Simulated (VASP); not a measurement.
# MgI2 (Cm) in VASP: a series of runs

Runs on MgI2. Level: PBE. Tasks: single point.

All numbers are computed with VASP 6.6.1; they aren't measurements. Logs are shortened: lines on timing, memory, paths and dates and some standing lists are left out, and cuts for length are marked.

**1. The cell of the first run**

Symmetry: Cm, No. 8, monoclinic system. The conventional cell has a = 7.194 Å, b = 4.154 Å, c = 6.862 Å, α = 90.00°, β = 90.00°, γ = 90.00°. Within 3.4 Å of Mg (site symmetry m) lie 6 I at 2.59 to 3.29 Å. Within 3.4 Å of I (site symmetry m) lie 3 Mg at 2.59 to 2.89 Å. Within 4.3 Å of I (site symmetry m) lie 3 Mg at 3.03 to 3.29 Å and 12 I at 4.10 to 4.27 Å.

**2. Single point, PBE (atom 1 (Mg) moved by (-0.225, -0.450) A along y and z)**

Contents of INCAR:

```
SYSTEM = MgI2
ALGO = Normal ; EDIFF = 1E-7
ENCUT = 520 ; GGA = PE
ISIF = 2 ; ISMEAR = 0
LASPH = .TRUE. ; LCHARG = .FALSE.
LREAL = .FALSE. ; LWAVE = .FALSE.
NBANDS = 15 ; NELM = 80
PREC = Accurate ; SIGMA = 0.05
```

Contents of KPOINTS:

```
k-points
0
G
  6 6 4
  0 0 0
```

Contents of POSCAR:

```
MgI2
1.0
    4.1537001214      0.0000000000      0.0000000000
   -2.0768500607      3.5972098248      0.0000000000
    0.0000000000      0.0000000000      6.8620000000
Mg I
1 2
Direct
   -0.0312742391     -0.0625484781     -0.0655785485
    0.3333333333      0.6666666667      0.7576300000
    0.6666666667      0.3333333333      0.2423700000
```

Potentials or basis: VASP PAW PBE potentials, release 64 (Mg, I).

Launch:

```sh
$ cat potpaw_PBE.64/Mg/POTCAR potpaw_PBE.64/I/POTCAR > POTCAR
$ mpirun -np 1 vasp_std > vasp.out
```

OUTCAR:

```text
SYSTEM = MgI2
   EDIFF = 1E-7
   ENCUT = 520
   GGA = PE
   ISIF = 2
   ISMEAR = 0
   LASPH = .TRUE.
   LREAL = .FALSE.
   NELM = 80
   PREC = Accurate

 ion  position               nearest neighbor table
   1  0.969  0.937  0.934-   2 2.59   2 2.59   2 2.89   3 3.03   3 3.29   3 3.29
   2  0.333  0.667  0.758-   1 2.59   1 2.59   1 2.89
   3  0.667  0.333  0.242-   1 3.03   1 3.29   1 3.29

  LATTYP: Found a hexagonal cell.
 ALAT       =     4.1537001214
 C/A-ratio  =     1.6520210413

  Lattice vectors:

 A1 = (   4.1537001214,   0.0000000000,   0.0000000000)
 A2 = (  -2.0768500607,   3.5972098248,   0.0000000000)
 A3 = (   0.0000000000,   0.0000000000,   6.8620000000)

Analysis of symmetry for initial positions (statically):
=====================================================================
 Subroutine PRICEL returns:
 Original cell was already a primitive cell.

 Routine SETGRP: Setting up the symmetry group for a
 hexagonal supercell.

 Subroutine GETGRP returns: Found  2 space group operations
 (whereof  2 operations were pure point group operations)
 out of a pool of 24 trial point group operations.

The static configuration has the point symmetry C_1h.

Analysis of symmetry for dynamics (positions and initial velocities):
=====================================================================
 Subroutine PRICEL returns:
 Original cell was already a primitive cell.

 Routine SETGRP: Setting up the symmetry group for a
 hexagonal supercell.

 Subroutine GETGRP returns: Found  2 space group operations
 (whereof  2 operations were pure point group operations)
 out of a pool of 24 trial point group operations.

The dynamic configuration has the point symmetry C_1h.

 Subroutine INISYM returns: Found  2 space group operations
 (whereof  2 operations are pure point group operations),
 and found     1 'primitive' translations

----------------------------------------------------------------------------------------

                                     Primitive cell

  volume of cell :     102.5302

  direct lattice vectors                    reciprocal lattice vectors
     4.153700121  0.000000000  0.000000000     0.240749205  0.138996618  0.000000000
    -2.076850061  3.597209825  0.000000000     0.000000000  0.277993236  0.000000000
     0.000000000  0.000000000  6.862000000     0.000000000  0.000000000  0.145730108

  length of vectors
     4.153700121  4.153700121  6.862000000     0.277993236  0.277993236  0.145730108

  position of ions in fractional coordinates (direct lattice)
     0.968725761  0.937451522  0.934421452
     0.333333333  0.666666667  0.757630000
     0.666666667  0.333333333  0.242370000

  ion indices of the primitive-cell ions
   primitive index   ion index
                 1           1
                 2           2
                 3           3

----------------------------------------------------------------------------------------

 KPOINTS: k-points

Automatic generation of k-mesh.
 Grid dimensions read from file:
 generate k-points for:    6    6    4

 Generating k-lattice:

  Cartesian coordinates                     Fractional coordinates (reciprocal lattice)
     0.040124867  0.023166103  0.000000000     0.166666667 -0.000000000  0.000000000
     0.000000000  0.046332206  0.000000000     0.000000000  0.166666667  0.000000000
     0.000000000  0.000000000  0.036432527     0.000000000  0.000000000  0.250000000

  Length of vectors
     0.046332206  0.046332206  0.036432527

  Shift w.r.t. Gamma in fractional coordinates (k-lattice)
     0.000000000  0.000000000  0.000000000

 Subroutine IBZKPT returns following result:
 ===========================================

 Found     47 irreducible k-points:

 Following reciprocal coordinates:
            Coordinates               Weight
  0.000000  0.000000  0.000000      1.000000
  0.166667  0.000000  0.000000      4.000000
  0.000000  0.166667  0.000000      2.000000
  0.333333  0.000000  0.000000      4.000000
  0.000000  0.333333  0.000000      2.000000
  0.500000  0.000000  0.000000      2.000000
[... 16 lines left out ...]
  0.500000  0.000000  0.250000      4.000000
  0.000000  0.500000  0.250000      2.000000
 [... further k-points ...]
   k-points           NKPTS =     47   k-points in BZ     NKDIM =     47   number of bands    NBANDS=     15
   number of dos      NEDOS =    301   number of ions     NIONS =      3
   total plane-waves  NPLWV =  55296
   dimension x,y,z NGX =    32 NGY =   32 NGZ =   54
   dimension x,y,z NGXF=    64 NGYF=   64 NGZF=  108
   ions per type =               1   2
   NGX,Y,Z   is equivalent  to a cutoff of  12.81, 12.81, 13.08 a.u.
   NGXF,Y,Z  is equivalent  to a cutoff of  25.62, 25.62, 26.17 a.u.
 SYSTEM =  MgI2
   PREC   = accura    normal or accurate (medium, high low for compatibility)
   ISTART =      0    job   : 0-new  1-cont  2-samecut
   ICHARG =      2    charge: 1-file 2-atom 10-const
   ISPIN  =      1    spin polarized calculation?
   LNONCOLLINEAR =      F non collinear calculations
   LSORBIT =      F    spin-orbit coupling
   LASPH  =      T    aspherical Exc in radial PAW
   ENCUT  =  520.0 eV  38.22 Ry    6.18 a.u.   7.72  7.72 12.76*2*pi/ulx,y,z
   NELM   =     80;   NELMIN=  2; NELMDL= -5     # of ELM steps
   EDIFF  = 0.1E-06   stopping-criterion for ELM
   LREAL  =      F    real-space projection
   EDIFFG = 0.1E-05   stopping-criterion for IOM
   NSW    =      0    number of steps for IOM
   IBRION =     -1    ionic relax: 0-MD 1-quasi-New 2-CG
   NFREE  =      0    steps in history (QN), initial steepest desc. (CG)
   ISIF   =      2    stress and relaxation
   ISYM   =      2    0-nonsym 1-usesym 2-fastsym
   POTIM  = 0.5000    time-step for ionic-motion
   TEBEG  =    0.0;   TEEND  =   0.0 temperature during run
   PSTRESS=    0.0 pullay stress
   NELECT =      16.0000    total number of electrons
   NUPDOWN=      -1.0000    fix difference up-down
   EMIN   =  10.00;   EMAX   =-10.00  energy-range for DOS
   EFERMI =   0.00;   METHOD = LEGACY
   ISMEAR =     0;   SIGMA  =   0.05  broadening in eV -4-tet -1-fermi 0-gaus
   EFERMI_NEDOS =   21; number of points for ismear=-14 and -15
   IALGO  =     38    algorithm
   IMIX   =      4    mixing-type and parameters
     AMIX     =   0.40;   BMIX     =  1.00
     AMIX_MAG =   1.60;   BMIX_MAG =  1.00
  volume/ion in A,a.u.               =      34.18       230.64
  Fermi-wavevector in a.u.,A,eV,Ry     =   0.881382  1.665571 10.569477  0.776835
  Thomas-Fermi vector in A             =   2.001871
   LORBIT       =      0    0 simple, 1 ext, 2 COOP (PROOUT), +10 PAW based schemes
   GGA     = PE    functional components
   LHFCALC =     F    Hartree Fock is set to
   AEXX    =    0.0000 exact exchange contribution
   IVDW    =     0    specifies the selected vdW correction
   LEPSILON=     F    determine dielectric tensor
   LRPA    =     F    only Hartree local field effects (RPA)
 non-spin polarized calculation
 Gauss-broadening in eV      SIGMA  =   0.05
  energy-cutoff  :      520.00
  volume of cell :      102.53
 maximum number of plane-waves:      2798
   NGX = 15   NGY = 15   NGZ = 25

 number of electron      16.0000001 magnetization

 Free energy of the ion-electron system (eV)
  ---------------------------------------------------
  ext. energy  EPLUGINS =         0.00000000
  ---------------------------------------------------
  free energy    TOTEN  =        -7.05022808 eV

  energy without entropy =       -7.05022808  energy(sigma->0) =       -7.05022808

 E-fermi :   3.4421     XC(G=0):  -8.2072

 val. band max:        3.2142909650   @ k =   0.0000   0.0000   0.0000
 cond. band min:       5.5579864245   @ k =   0.0000   0.5000   0.2500
 fundamental gap:      2.3436954595
 Fermi energy:         3.4421210594

 k-point     1 :       0.0000    0.0000    0.0000
  band No.  band energies     occupation
      1     -10.5850      2.00000
      2      -8.3658      2.00000
      3      -1.3140      2.00000
      4       0.5355      2.00000
      5       0.9325      2.00000
      6       2.4266      2.00000
      7       3.0986      2.00000
      8       3.2143      2.00000
      9       5.5636      0.00000
     10       7.2747      0.00000
     11       8.2466      0.00000
     12       8.5545      0.00000
     13       9.8754      0.00000
     14      10.6383      0.00000
     15      11.0389      0.00000

 k-point     2 :       0.1667    0.0000    0.0000
  band No.  band energies     occupation
      1     -10.4618      2.00000
      2      -8.2769      2.00000
      3      -1.1426      2.00000
      4      -0.2830      2.00000
      5       0.6461      2.00000
      6       2.2490      2.00000
      7       2.3741      2.00000
      8       2.9942      2.00000
      9       6.4481      0.00000
     10       7.6726      0.00000
     11       8.2103      0.00000
     12       8.9759      0.00000
     13       9.3478      0.00000
     14      10.5238      0.00000
     15      10.7138      0.00000

 k-point     3 :       0.0000    0.1667    0.0000
  band No.  band energies     occupation
      1     -10.4661      2.00000
      2      -8.2750      2.00000
      3      -1.1326      2.00000
      4       0.0006      2.00000
      5       0.3418      2.00000
      6       2.1809      2.00000
      7       2.3620      2.00000
      8       3.0612      2.00000
      9       6.4184      0.00000
     10       7.5090      0.00000
     11       8.3317      0.00000
     12       9.1123      0.00000
     13       9.5058      0.00000
     14      10.5145      0.00000
     15      10.6164      0.00000
[... 343 lines left out ...]
 k-point    23 :       0.5000    0.0000    0.2500
  band No.  band energies     occupation
      1     -10.0341      2.00000
      2      -7.9911      2.00000
      3      -2.3101      2.00000
      4      -0.3395      2.00000
      5       0.1092      2.00000
      6       0.9103      2.00000
      7       1.8171      2.00000
      8       2.5426      2.00000
      9       5.6132      0.00000
     10       6.9221      0.00000
     11       8.8749      0.00000
     12       9.1620      0.00000
     13       9.6859      0.00000
     14      11.1116      0.00000
     15      12.7561      0.00000

 k-point    24 :       0.0000    0.5000    0.2500
  band No.  band energies     occupation
      1     -10.0560      2.00000
      2      -7.9814      2.00000
      3      -2.0547      2.00000
      4      -0.4114      2.00000
      5      -0.1310      2.00000
      6       0.8862      2.00000
      7       1.8341      2.00000
      8       2.5902      2.00000
      9       5.5580      0.00000
     10       6.8362      0.00000
     11       8.8908      0.00000
     12       9.2370      0.00000
     13       9.6020      0.00000
     14      11.1298      0.00000
     15      12.8236      0.00000

 [... further k-points ...]

------------------------ aborting loop because EDIFF is reached ----------------------------------------

  FORCE on cell =-STRESS in cart. coord.  units (eV):
  Direction    XX          YY          ZZ          XY          YZ          ZX
  --------------------------------------------------------------------------------------
  -------------------------------------------------------------------------------------
  Total        4.0689278      1.4990301      0.6786214      0.0000000      0.9084275      0.0000000
  in kB       63.5826965     23.4244453     10.6044106      0.0000000     14.1954528      0.0000000
  external PRESSURE =      32.5371841 kB  Pullay stress =       0.0000000 kB

 VOLUME and BASIS-vectors are now :
 -----------------------------------------------------------------------------
  energy-cutoff  :      520.00
  volume of cell :      102.53
      direct lattice vectors                 reciprocal lattice vectors
     4.153700121  0.000000000  0.000000000     0.240749205  0.138996618  0.000000000
    -2.076850061  3.597209825  0.000000000     0.000000000  0.277993236  0.000000000
     0.000000000  0.000000000  6.862000000     0.000000000  0.000000000  0.145730108

 POSITION                                       TOTAL-FORCE (eV/Angst)
 -----------------------------------------------------------------------------------
      2.07685      3.37221      6.41200        -0.000000      0.779548      2.515817
     -0.00000      2.39814      5.19886         0.000000     -0.767756     -1.664985
      2.07685      1.19907      1.66314         0.000000     -0.011791     -0.850832
 -----------------------------------------------------------------------------------
    total drift:                                0.000000      0.000121      0.000386

  FREE ENERGIE OF THE ION-ELECTRON SYSTEM (eV)
  ---------------------------------------------------
  free  energy   TOTEN  =        -7.0502280814 eV

  energy  without entropy=       -7.0502280814  energy(sigma->0) =       -7.05022808
```

Run time: 2.2 min. Hardware: 1 thread of Intel Xeon 8259CL, shared host; peak memory 0.26 GiB.

Results:

```yaml
Free_energy: -7.0502 eV
Pressure: 3.3 GPa
Largest_force: 2.634 eV/Å
Band_gap_on_the_k_mesh: 2.34 eV (least direct gap 2.35 eV)
```

Forces on the atoms (eV/Å):
```
Mg   0.000  0.780  2.516
I    0.000 -0.768 -1.665
I    0.000 -0.012 -0.851
```

Stress tensor (GPa, compression positive):
```
6.36 0.00 0.00
0.00 2.34 1.42
0.00 1.42 1.06
```

Caveat: the cell differs from its parent crystal (atom 1 (Mg) moved by (-0.225, -0.450) A along y and z); the stress differs along the axes, from 1 to 6 GPa; spin-orbit coupling is left out, which moves the levels of the heavy elements; this functional lacks dispersion, which binds layers or chains, so the pressure and a relaxed spacing across them are unreliable; forces of over 1 eV/Å act on the atoms, so gaps and moduli don't describe the material at rest. A k mesh can miss the band edges.

[end of part 1 of 2]
